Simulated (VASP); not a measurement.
Wanted: the native input for a VASP 6.6.1 run.

* Task: single point
* Functional: LDA
* Potentials or basis: VASP PAW PBE potentials, release 64 (Gd, O)
* Cutoff: 520 eV
* k mesh: 6 × 6 × 6
* Occupations: gaussian, width 0.05 eV
* Spin: collinear spin, antiferromagnetic start
* Starting moments: [7.57, -7.57, 0.0, 0.0] μB
* Hubbard terms: Gd f U = 6.0 eV
* Dipole correction: no
* Further INCAR settings: ALGO = Normal; EDIFF = 1e-07; NBANDS = 36

The structure of GdO lies in POSCAR:

```
GdO
1.0
    0.0000000000      2.7000000000      2.7000000000
    5.4000000000      2.7000000000      2.7000000000
    5.4000000000      5.4000000000      0.0000000000
Gd O
2 2
Direct
    0.0000000000      0.0000000000      0.0000000000
    0.0000000000      0.0000000000      0.5000000000
    0.2500000000      0.2500000000      0.0000000000
    0.2500000000      0.2500000000      0.5000000000
```

The input as run:

INCAR

```
SYSTEM = GdO
PREC = Accurate
ENCUT = 520
EDIFF = 1E-7
ISMEAR = 0
SIGMA = 0.05
LREAL = .False.
LASPH = .True.
NELM = 150
ALGO = Normal
ISIF = 2
LWAVE = .False.
LCHARG = .True.
ISPIN = 2
MAGMOM = 7.57 -7.57 0 0
LORBIT = 11
LMAXMIX = 6
LDAU = .True.
LDAUTYPE = 2
LDAUL = 3 -1
LDAUU = 6 0
LDAUJ = 0 0
LDAUPRINT = 1
GGA = CA
LELF = .True.
LVHAR = .True.
NBANDS = 36
```

KPOINTS

```
Automatic mesh
0
Gamma
  6 6 6
  0 0 0
```

Potentials or basis: VASP PAW PBE potentials, release 64 (Gd, O).

Command:

```bash
$ cat potpaw_PBE.64/Gd/POTCAR potpaw_PBE.64/O/POTCAR > POTCAR
$ mpirun -np 1 vasp_std > vasp.out
```

Results of the run:

```yaml
Pressure: -7.3 GPa
Band_gap_on_the_k_mesh: zero (filled and empty bands overlap)
Net_moment: 0.00 μB per cell
Site_moments: Gd +6.89, -6.89; O +0.00 μB
Valence_electrons_inside_the_program's_atomic_spheres: Gd 15.14; O 4.95
```

Caveat: the PAW data sets were made with another functional, which shifts forces and pressure a little; spin-orbit coupling is left out, which moves the levels of the heavy elements.

It took 13 min on 1 thread of Intel(R) Xeon(R) Platinum 8259CL CPU @ 2.50GHz (Skylake/Cascade Lake) (shared host), peak memory 0.36 GiB.
